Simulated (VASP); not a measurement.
# Cs: single point with PBEsol

Cs:

```
CELL_PARAMETERS angstrom
-2.79736 2.74248 4.08119
2.80496 -2.73774 4.08311
2.76682 2.70720 -4.07801
ATOMIC_POSITIONS crystal
Cs 0.00394 0.99973 0.00148
```

```json
{
 "Program": "VASP 6.6.1",
 "Task": "single point",
 "Functional": "PBEsol",
 "Potentials or basis": "VASP PAW PBE potentials, release 64 (Cs_sv)",
 "Cutoff": "500 eV",
 "k mesh": "4 × 4 × 5",
 "Occupations": "methfessel-paxton, width 0.05 eV",
 "Spin": "no spin polarisation"
}
```

* Pressure: -0.2 GPa

Stress tensor (GPa, compression positive):
```
-0.19  0.07  0.03
 0.07 -0.14  0.00
 0.03  0.00 -0.29
```

Levels at points of the mesh, in eV from the Fermi level:
```csv
k point,band 2,band 3,band 4,band 5,band 6,band 7
"(0.00, 0.00, 0.00)",-10.59,-10.59,-10.58,-1.58,2.35,2.43
"(0.50, 0.00, 0.00)",-10.70,-10.61,-10.60,0.04,0.76,2.24
"(0.00, 0.50, 0.00)",-10.69,-10.61,-10.60,-0.01,0.70,2.19
"(0.50, 0.50, 0.00)",-10.69,-10.64,-10.62,0.38,1.10,1.40
```

It used 58 s of CPU time on 1 thread of AMD EPYC 7R13 Processor (Zen 3), with other jobs on the host.

Caveat: the PAW data sets were made with another functional, which shifts forces and pressure a little; spin-orbit coupling is left out, which moves the levels of the heavy elements.
